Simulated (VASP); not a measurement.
Runs of VASP 6.6.1 on MgS. The structure is that of space group I4/mmm (No. 139), or close to it. The cells are those of the table. 

| cell | cutoff (eV) | gap on the mesh (eV) | pressure (GPa) |
| --- | --- | --- | --- |
| a = 3.535, b = 3.535, c = 3.385 Å, angles 61.4, 61.4, 57.2°, 2 atoms | 600 | (c) | 18.1 |
| a = 3.459, b = 3.459, c = 3.532 Å, angles 59.3, 59.3, 61.4°, 2 atoms | 600 | 2.80 | 16.7 |
| a = 3.682, b = 3.682, c = 3.532 Å, angles 61.3, 61.3, 57.3°, 2 atoms | 600 | 2.52 | 3.4 |
| a = 3.606, b = 3.606, c = 3.679 Å, angles 59.3, 59.3, 61.3°, 2 atoms | 600 | 2.60 | 2.5 |
| a = 3.759, b = 3.759, c = 3.532 Å, angles 62.0, 62.0, 56.0°, 2 atoms | 600 | 2.41 | 1.4 |
| a = 3.691, b = 3.691, c = 3.385 Å, angles 62.7, 62.7, 54.6°, 2 atoms | 520 | 2.60 | 11.9 |
| a = 3.612, b = 3.612, c = 3.385 Å, angles 62.1, 62.1, 55.9°, 2 atoms | 600 | (b) | 14.5 |
| a = 3.535, b = 3.535, c = 3.679 Å, angles 58.6, 58.6, 62.7°, 2 atoms | 600 | 2.52 | (a) |

Alike in all rows: task single point; level PBEsol; potentials or basis VASP PAW PBE potentials, release 64 (Mg, S); no spin polarisation; k mesh 8 × 8 × 8; smearing gaussian 0.05 eV.

Fill in the values left out.

(a) 7.7; (b) 2.63; (c) 2.74.

Caveats: the PAW data sets were made with another functional, which shifts forces and pressure a little.

A k mesh can miss the band edges.
